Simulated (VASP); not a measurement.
Ga, 4 atoms in the cell. It takes space group Cmce (No. 64, orthorhombic). The conventional cell has a = 4.336 Å, b = 7.936 Å, c = 4.336 Å, α = 90.00°, β = 90.00°, γ = 90.00°. Ga (site symmetry m) has 7 Ga at 2.58 to 2.73 Å within 3.4 Å. 

- Program: VASP 6.6.1
- Task: single point
- Functional: r2SCAN
- Potentials or basis: VASP PAW PBE potentials, release 64 (Ga_d)
- Cutoff: 550 eV
- k mesh: 8 × 8 × 9
- Occupations: gaussian, width 0.1 eV
- Spin: no spin polarisation
- Dipole correction: no
- Further INCAR settings: ALGO = Normal; EDIFF = 1e-06; NBANDS = 34; ISYM = 0

Potentials or basis: VASP PAW PBE potentials, release 64 (Ga_d).

The run is started by

```sh
$ cat potpaw_PBE.64/Ga_d/POTCAR > POTCAR
$ cp INCAR.step1 INCAR
$ mpirun -np 1 vasp_std > vasp.out
$ cp INCAR.step2 INCAR
$ mpirun -np 1 vasp_std > vasp.out
```

Hardware: 1 thread of Intel Xeon 8259CL (shared host).

Estimate the wall time of this run.

Run time: 52 min on 1 thread of Intel Xeon 8259CL, with other jobs on the host, peak memory 0.63 GiB. Counts: k points 290.
